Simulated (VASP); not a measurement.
Set up this calculation in VASP 6.6.1, as the native input.

```
Task                   : single point
Functional             : LDA
Potentials or basis    : VASP PAW LDA potentials, release 64 (Cd, Se)
Cutoff                 : 520 eV
k mesh                 : 9 × 9 × 6
Occupations            : gaussian, width 0.01 eV
Spin                   : no spin polarisation
Dipole correction      : no
Further INCAR settings : ALGO = Normal; EDIFF = 1e-06; NBANDS = 26
```

The structure of CdSe (ldaat) lies in POSCAR:

```
CdSe
1.0
    4.3021423044      0.0000000000      0.0000000000
   -2.1510711522      3.7257645263      0.0000000000
    0.0000000000      0.0000000000      7.0214577968
Cd Se
2 2
Direct
    0.3333333333      0.6666666667     -0.0091853384
    0.6666666667      0.3333333333      0.4908146616
    0.3333333333      0.6666666667      0.3851853384
    0.6666666667      0.3333333333      0.8851853384
```

One way to write it, as run:

INCAR

```
SYSTEM = CdSe
PREC = Accurate
ENCUT = 520
EDIFF = 1E-6
ISMEAR = 0
SIGMA = 0.01
LREAL = .FALSE.
LASPH = .TRUE.
NELM = 100
ALGO = Normal
ISIF = 2
LWAVE = .FALSE.
LCHARG = .FALSE.
GGA = CA
NBANDS = 26
```

KPOINTS

```
Automatic mesh
0
G
  9 9 6
  0 0 0
```

Potentials or basis: VASP PAW LDA potentials, release 64 (Cd, Se).

Launch:

```sh
$ cat potpaw_LDA.64/Cd/POTCAR potpaw_LDA.64/Se/POTCAR > POTCAR
$ mpirun -np 1 vasp_std > vasp.out
```

It gave:

- Pressure: -1.2 GPa
- Largest force: 0.457 eV/Å
- Band gap on the k mesh: 0.50 eV, direct

It took 61 s on 1 thread of AMD EPYC 9R45 96-Core Processor (Zen 5) (shared host), peak memory 0.23 GiB.
